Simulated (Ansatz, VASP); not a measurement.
# HCl in VASP and in Ansatz

The input INCAR:

```
SYSTEM = HCl
PREC = Accurate ; ENCUT = 520
EDIFF = 1E-6 ; ISMEAR = 1
SIGMA = 0.001 ; LREAL = .FALSE.
LASPH = .TRUE. ; NELM = 60
ALGO = Normal ; ISIF = 2
LWAVE = .FALSE. ; LCHARG = .FALSE.
GGA = PS ; NBANDS = 11
```

File KPOINTS:

```
regular mesh
0
G
  6 6 6
  0 0 0
```

The input POSCAR:

```
HCl
1.0
    0.0000000000      3.4081898358      3.4083410983
    1.5304107753      0.0000000000      3.4083410983
    1.5304107753      3.4081898358      0.0000000000
H Cl
1 1
Direct
    0.0000000000      0.0000000000      0.0000000000
    0.5000000000      0.5000000000      0.5000000000
```

Input for Ansatz:

```yaml
crystal:
  lattice:
    - [0.0, 3.4081898358, 3.4083410983]
    - [1.5304107753, 0.0, 3.4083410983]
    - [1.5304107753, 3.4081898358, 0.0]
  atoms:
    - { symbol: H, position: [0.0, 0.0, 0.0] }
    - { symbol: Cl, position: [0.5, 0.5, 0.5] }
kpoints:
  mp_grid: { grid: [6, 6, 6] }
hamiltonian:
  xc: pbesol
scf:
  occupations: { method: methfessel_paxton, width: 0.001 }
  n_extra_bands: 4
output:
  forces: true
  stress: true
  eigenvalues: true
```

Alike in both runs: task single point; functional PBEsol; k mesh 6 × 6 × 6; occupations methfessel-paxton of order 1, width 0.001 eV; no spin polarisation.

```csv
,VASP,Ansatz
version,VASP 6.6.1,Ansatz 0.2.0
potentials or method,"VASP PAW PBE potentials, release 64 (H, Cl)",plane waves
plane-wave cutoff (eV),520,420
valence electrons in the cell,8,8
```

```csv
,VASP,Ansatz,Ansatz less VASP
gap on the k mesh at the Fermi level (eV),2.61,2.56,-0.053
pressure (GPa),0.6,0.8,+0.19
"traceless stress, the component that is largest in VASP (GPa)",0.06,0.27,+0.204
```

VASP's potentials were made for PBE, not for PBEsol. Ansatz's warnings: near symmetry operations not taken.
